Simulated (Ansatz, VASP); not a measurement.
Ge4H: VASP beside Ansatz

The input INCAR:

```
PREC     = Accurate       # precision mode
ENCUT    = 520            # plane-wave cutoff, eV
EDIFF    = 1E-6           # SCF threshold, eV
ISMEAR   = 0              # smearing method
SIGMA    = 0.1            # smearing width, eV
LREAL    = F              # projectors in reciprocal space
LASPH    = T              # aspherical terms in the spheres
NELM     = 60             # most SCF steps
ALGO     = Normal         # electronic algorithm
ISIF     = 2              # what is computed and relaxed
LWAVE    = F              # write WAVECAR
LCHARG   = F              # write CHGCAR
LDIPOL   = T            
IDIPOL   = 3            
DIPOL    = 0.5 0.5 0.328
GGA      = PE             # functional
IVDW     = 12             # dispersion correction
NBANDS   = 36             # bands
```

Contents of KPOINTS:

```
regular mesh
0
Gamma
  7 7 1
```

Contents of POSCAR:

```
Ge4H
1.0
    4.0303587907      0.0000000000      0.0000000000
    0.0000000000      4.0303587907      0.0000000000
    0.0000000000      0.0000000000     21.6416627718
Ge H
4 1
Direct
    0.0000000000      0.5000000000      0.1848286817
    0.0000000000      0.0000000000      0.2506714513
    0.5000000000      0.0000000000      0.3196569899
    0.5000000000      0.5000000000      0.3854446333
    0.7500000000      1.0000000000      0.5009625594
```

Input for Ansatz:

```yaml
crystal:
  lattice:
    - [4.0303587907, 0.0, 0.0]
    - [0.0, 4.0303587907, 0.0]
    - [0.0, 0.0, 21.6416627718]
  atoms:
    - { symbol: Ge, position: [0.0, 0.5, 0.1848286817] }
    - { symbol: Ge, position: [0.0, 0.0, 0.2506714513] }
    - { symbol: Ge, position: [0.5, 0.0, 0.3196569899] }
    - { symbol: Ge, position: [0.5, 0.5, 0.3854446333] }
    - { symbol: H, position: [0.75, 1.0, 0.5009625594] }
basis:
  ecutwfc: 420
kpoints:
  mp_grid: { grid: [7, 7, 1] }
hamiltonian:
  xc: pbe
  pseudopotentials: { kind: paw, azcp: { folder: soft_1 } }
  dispersion: d3bj
scf:
  occupations: { method: gaussian, width: 0.1 }
output:
  forces: true
  eigenvalues: true
  write_density: true
  write_potential: true
  elf: true
  volumetric_format: npy
efield:
  axis: 3
  dipole_correction: true
  ramp_width: 0.04
```

Alike in both runs: task single point; functional PBE; dispersion D3(BJ); k mesh 7 × 7 × 1; occupations gaussian, width 0.1 eV; no spin polarisation.

|  | VASP | Ansatz |
| --- | --- | --- |
| version | VASP 6.6.1 | Ansatz 0.2.0 |
| potentials or method | VASP PAW PBE potentials, release 64 (Ge_d, H), cutoff 520 eV | scalar-relativistic, plane waves, PAW |
| valence electrons in the cell | 57 | 57 |

|  | VASP | Ansatz | Ansatz less VASP |
| --- | --- | --- | --- |
| gap on the k mesh at the Fermi level (eV) | none | none | - |
| rms of the force components (eV/Å) | 0.264 | 0.263 | -0.0004 |

Atom by atom the forces differ by 0.001 eV/Å (rms over components). A gap of «none» marks a metal or a gap that the smearing closes. Ansatz's warnings: xc potential rough in thin density.
